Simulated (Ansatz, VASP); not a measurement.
# Two plane-wave programs on Re

INCAR

```
PREC     = Accurate       # precision mode
ENCUT    = 600            # plane-wave cutoff, eV
EDIFF    = 1E-6           # SCF threshold, eV
ISMEAR   = -1             # smearing method
SIGMA    = 0.05           # smearing width, eV
LREAL    = False          # projectors in reciprocal space
LASPH    = True           # aspherical terms in the spheres
NELM     = 60             # most SCF steps
ALGO     = Normal         # electronic algorithm
ISIF     = 3              # what is computed and relaxed
LWAVE    = False          # write WAVECAR
LCHARG   = False          # write CHGCAR
GGA      = B5             # functional
ALDAX    = 1.0          
AGGAX    = 1.0          
AGGAC    = 1.0          
ALDAC    = 0.0          
IVDW     = 13             # dispersion correction
VDW_S6   = 1.0          
VDW_S8   = 2.34076671   
VDW_A1   = 0.44488865   
VDW_A2   = 4.0933009    
IBRION   = 2              # ionic algorithm
NSW      = 60             # ionic steps
EDIFFG   = -0.01          # ionic threshold
```

File KPOINTS:

```
Automatic mesh
0
Gamma
  11 11 3
```

The input POSCAR:

```
Re
1.0
    2.7663873939      0.0000000000      0.0000000000
   -1.3831936969      2.3957617598      0.0000000000
    0.0000000000      0.0000000000      8.9388451600
Re
4
Direct
    0.6666666667      0.3333333333      0.7500000000
    0.0000000000      0.0000000000      0.5000000000
    0.3333333333      0.6666666667      0.2500000000
    0.0000000000      0.0000000000      0.0000000000
```

The input input.yaml:

```yaml
crystal:
  lattice:
    - [2.7663873939, 0.0, 0.0]
    - [-1.3831936969, 2.3957617598, 0.0]
    - [0.0, 0.0, 8.93884516]
  atoms:
    - { symbol: Re, position: [0.6666666667, 0.3333333333, 0.75] }
    - { symbol: Re, position: [0.0, 0.0, 0.5] }
    - { symbol: Re, position: [0.3333333333, 0.6666666667, 0.25] }
    - { symbol: Re, position: [0.0, 0.0, 0.0] }
hamiltonian:
  xc: blyp
  pseudopotentials: { kind: paw }
  dispersion: d4
kpoints:
  mp_grid: { grid: [11, 11, 3] }
scf:
  occupations: { method: fermi_dirac, width: 0.05 }
output:
  forces: true
  stress: true
  write_density: true
  write_potential: true
  elf: true
  volumetric_format: npy
relax:
  f_tol: 0.01
  max_steps: 40
  cell: { stress_tol: 0.05 }
```

Alike in both runs: task relaxation of cell and atoms; functional BLYP; dispersion D4; k mesh 11 × 11 × 3; occupations fermi-dirac, width 0.05 eV; no spin polarisation.

|  | VASP | Ansatz |
| --- | --- | --- |
| version | VASP 6.6.1 | Ansatz 0.2.0 |
| potentials or method | VASP PAW PBE potentials, release 64 (Re) | Ansatz PAW |
| plane-wave cutoff (eV) | 600 | 420 |
| valence electrons in the cell | 28 | 60 |

|  | VASP | Ansatz | Ansatz less VASP |
| --- | --- | --- | --- |
| gap on the k mesh at the Fermi level, each at its own relaxed structure (eV) | none | none | - |
| relaxed volume (Å³/atom) | 15.01 | 14.92 | -0.091 |
| relaxed cell length with the largest relative difference (Å) | 8.974 | 8.956 | -0.0187 |

VASP's potentials were made for PBE, not for BLYP. A gap of «none» marks a metal or a gap that the smearing closes. VASP's potentials hold 28 valence electrons a cell and Ansatz's 60, so a difference there can come from the potentials and not from the codes.

Neither program's run includes spin-orbit coupling. Noted on VASP's run: too few bands were computed for a metal, which touches its energy and stress. Noted on Ansatz's run: the plane-wave basis is chosen anew once the cell has moved, so the energies of steps on either side of that aren't comparable.
